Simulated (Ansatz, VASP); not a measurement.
# Two plane-wave programs on Ta2Si2O

```
Ta Si O
1.0
     4.00813    0.00000    0.00000
    -2.00407    3.47115    0.00000
     0.00000    0.00000   13.32260
Ta Si O
4 4 2
Cartesian
  0.0000 0.0000 4.7283
  0.0000 0.0000 11.3896
  0.0000 0.0000 1.9330
  0.0000 0.0000 8.5943
  0.0000 2.3141 3.3307
  0.0000 2.3141 9.9920
  2.0041 1.1570 3.3307
  2.0041 1.1570 9.9920
  4.0081 0.0000 6.6613
  4.0081 0.0000 0.0000
```

Alike in both runs: task single point; functional PBE; k mesh 6 × 6 × 2; occupations gaussian, width 0.2 eV; no spin polarisation.

|  | VASP | Ansatz |
| --- | --- | --- |
| version | VASP 6.6.1 | Ansatz 0.2.0 |
| potentials or method | VASP PAW PBE potentials, release 64 (Ta_pv, Si, O), cutoff 520 eV | scalar-relativistic, plane waves, PAW |
| valence electrons in the cell | 72 | 80 |

```tsv
	VASP	Ansatz	Ansatz less VASP
gap on the k mesh at the Fermi level (eV)	none	none	-
pressure (GPa)	0.0	-0.2	-0.17
traceless stress, the component that is largest in VASP (GPa)	1.13	0.72	-0.409
rms of the force components (eV/Å)	0.009	0.039	+0.0301
```

Atom by atom the forces differ by 0.030 eV/Å (rms over components). A gap of «none» marks a metal or a gap that the smearing closes. VASP's potentials hold 72 valence electrons a cell and Ansatz's 80, so a difference there can come from the potentials and not from the codes.

Neither program's run includes spin-orbit coupling.
